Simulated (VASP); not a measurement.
Here is a VASP 6.6.1 calculation.

The input INCAR:

```
  PREC = Accurate
  ENCUT = 500
  EDIFF = 1E-6
  ISMEAR = 0
  SIGMA = 0.02
  LREAL = False
  LASPH = True
  NELM = 120
  ALGO = Normal
  ISIF = 2
  LWAVE = False
  LCHARG = False
  GGA = PS
  NBANDS = 32
  GGA_COMPAT = False
```

File KPOINTS:

```
regular mesh
0
Gamma
  6 6 6
```

The input POSCAR:

```
Bi2Se3
1.0
    2.0652501467      1.1923727297      9.5354015059
   -2.0652501467      1.1923727297      9.5354015059
    0.0000000000     -2.3847454546      9.5354015065
Bi Se
2 3
Direct
    0.4002599019      0.4002599019      0.4002599019
    0.5997400981      0.5997400981      0.5997400981
    1.0000000000      0.0000000000      0.0000000000
    0.2116228176      0.2116228176      0.2116228176
    0.7883771824      0.7883771824      0.7883771824
```

Potentials or basis: VASP PAW PBE potentials, release 64 (Bi_d, Se).

Launch:

```console
$ cat potpaw_PBE.64/Bi_d/POTCAR potpaw_PBE.64/Se/POTCAR > POTCAR
$ mpirun -np 1 vasp_std > vasp.out
```

(1) What does it give for the pressure?

(2) Estimate the band gap on the k mesh.

Results:

(1) 0.0 GPa.

(2) 0.13 eV, direct.

Caveat: the PAW data sets were made with another functional, which shifts forces and pressure a little; spin-orbit coupling is left out, which moves the levels of the heavy elements.
